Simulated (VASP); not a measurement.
A run of VASP 6.6.1:

The input POSCAR:

```
Ir
1.0
    0.0000000000      1.9156000000      1.9156000000
    1.9156000000      0.0000000000      1.9156000000
    1.9156000000      1.9156000000      0.0000000000
Ir
1
Direct
    0.0000000000      0.0000000000      0.0000000000
```

Contents of INCAR.step1:

```
SYSTEM = Ir
ALGO     = Normal         ! electronic algorithm
EDIFF    = 1E-5           ! SCF threshold, eV
ENCUT    = 550            ! plane-wave cutoff, eV
GGA      = PE             ! functional
GGA_COMPAT= .FALSE.      
ISMEAR   = 0              ! smearing method
LASPH    = .TRUE.         ! aspherical terms in the spheres
LCHARG   = .FALSE.        ! write CHGCAR
LREAL    = .FALSE.        ! projectors in reciprocal space
LWAVE    = .TRUE.         ! write WAVECAR
NBANDS   = 10             ! bands
NELM     = 120            ! most SCF steps
PREC     = Accurate       ! precision mode
SIGMA    = 0.1            ! smearing width, eV
```

File INCAR.step2:

```
SYSTEM = Ir
ALGO     = Normal         ! electronic algorithm
EDIFF    = 1E-6           ! SCF threshold, eV
ENCUT    = 550            ! plane-wave cutoff, eV
GGA_COMPAT= .FALSE.      
ISIF     = 2              ! what is computed and relaxed
ISMEAR   = 0              ! smearing method
ISTART   = 1            
LASPH    = .TRUE.         ! aspherical terms in the spheres
LCHARG   = .FALSE.        ! write CHGCAR
LMIXTAU  = .TRUE.       
LREAL    = .FALSE.        ! projectors in reciprocal space
LWAVE    = .FALSE.        ! write WAVECAR
METAGGA  = R2SCAN         ! meta-GGA
NBANDS   = 10             ! bands
NELM     = 120            ! most SCF steps
PREC     = Accurate       ! precision mode
SIGMA    = 0.1            ! smearing width, eV
```

File KPOINTS:

```
k-points
0
G
  8 8 8
  0 0 0
```

Potentials or basis: VASP PAW PBE potentials, release 64 (Ir).

Run with:

```console
$ cat potpaw_PBE.64/Ir/POTCAR > POTCAR
$ cp INCAR.step1 INCAR
$ mpirun -np 1 vasp_std > vasp.out
$ cp INCAR.step2 INCAR
$ mpirun -np 1 vasp_std > vasp.out
```

Hardware: 1 thread of AMD EPYC 7R13 (shared host).

Task: How long does it take, and how much memory?

Result: It took 64 s on 1 thread of AMD EPYC 7R13 (shared host), peak memory 0.12 GiB. Counts: k points 29.
